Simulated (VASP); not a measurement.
## Sn: single point with revPBE

Sn:

```
Sn
1.0
     5.22113    0.00000    0.00000
    -2.61057    4.52163    0.00000
     0.00000    0.00000    3.18565
Sn
3
Direct
  0.00000 0.00000 0.00000
  0.33333 0.66667 0.50000
  0.66667 0.33333 0.50000
```

This cell differs from its parent crystal: volume scaled by 0.88.

```json
{
 "Program": "VASP 6.6.1",
 "Task": "single point",
 "Functional": "revPBE",
 "Potentials or basis": "VASP PAW PBE potentials, release 64 (Sn_d)",
 "Cutoff": "520 eV",
 "k mesh": "8 × 8 × 11",
 "Occupations": "fermi-dirac, width 0.1 eV",
 "Spin": "no spin polarisation",
 "Dipole correction": "no",
 "Further INCAR settings": "ALGO = Normal; EDIFF = 1e-07; NBANDS = 28"
}
```

The pressure is 7.9 GPa. The band gap on the k mesh is zero (band 21 reaches 10.97 eV, above the bottom of band 22 at 6.48 eV).

Stress tensor (GPa, compression positive):
```
9.17 0.00 0.00
0.00 9.17 0.00
0.00 0.00 5.36
```

Levels at points of the mesh, in eV from the Fermi level:
| k point | band 18 | band 19 | band 20 | band 21 | band 22 | band 23 | band 24 | band 25 |
| --- | --- | --- | --- | --- | --- | --- | --- | --- |
| (0.00, 0.00, 0.00) | -5.13 | -2.84 | -2.84 | -2.71 | -2.71 | 3.13 | 6.71 | 8.84 |
| (0.50, 0.00, 0.00) | -6.49 | -4.90 | 1.41 | 1.55 | 2.87 | 3.12 | 4.47 | 5.19 |

It took 42 s on 1 thread of Intel(R) Xeon(R) 6975P-C (Granite Rapids), on a shared host, peak memory 0.24 GiB.

Caveat: the PAW data sets were made with another functional, which shifts forces and pressure a little; spin-orbit coupling is left out, which moves the levels of the heavy elements.
